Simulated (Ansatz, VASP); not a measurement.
**Two plane-wave programs on Mg**

Contents of INCAR:

```
SYSTEM = Mg
ALGO = Normal
EDIFF = 1E-6
ENCUT = 520
GGA = PE
ISIF = 2
ISMEAR = -1
LASPH = .True.
LCHARG = .False.
LREAL = .False.
LWAVE = .False.
NBANDS = 9
NELM = 60
PREC = Accurate
SIGMA = 0.6
```

KPOINTS

```
k-points
0
Gamma
  11 11 6
  0 0 0
```

Contents of POSCAR:

```
Mg
1.0
    3.1953117277      0.0000000000      0.0000000000
   -1.5976558638      2.7672211292      0.0000000000
    0.0000000000      0.0000000000      5.1879445283
Mg
2
Direct
    0.3333333333      0.6666666667      0.2500000000
    0.6666666667      0.3333333333      0.7500000000
```

Input for Ansatz:

```yaml
crystal:
  lattice:
    - [3.1953117277, 0.0, 0.0]
    - [-1.5976558638, 2.7672211292, 0.0]
    - [0.0, 0.0, 5.1879445283]
  atoms:
    - { symbol: Mg, position: [0.3333333333, 0.6666666667, 0.25] }
    - { symbol: Mg, position: [0.6666666667, 0.3333333333, 0.75] }
hamiltonian:
  xc: pbe
  pseudopotentials:
    kind: paw
    azcp:
      Mg: "pseudopotentials/Mg.paw.azcp"
basis:
  ecutwfc: 420
  fft_grid_basis: typed
kpoints:
  mp_grid: { grid: [11, 11, 6], shift: [0, 0, 0] }
magnetization:
  spin_polarized: false
scf:
  occupations: { method: fermi_dirac, width: 0.6 }
  lower_state_search: "off"
output:
  stress: true
```

Alike in both runs: task single point; functional PBE; k mesh 11 × 11 × 6; occupations fermi-dirac, width 0.6 eV; no spin polarisation.

|  | VASP | Ansatz |
| --- | --- | --- |
| version | VASP 6.6.1 | Ansatz 0.2.0 |
| potentials or method | VASP PAW PBE potentials, release 64 (Mg), cutoff 520 eV | plane waves (420 eV) with PAW, scalar-relativistic |
| valence electrons in the cell | 4 | 20 |

```csv
,VASP,Ansatz,Ansatz less VASP
pressure (GPa),1.1,1.2,+0.12
```

VASP's potentials hold 4 valence electrons a cell and Ansatz's 20, so a difference there can come from the potentials and not from the codes.
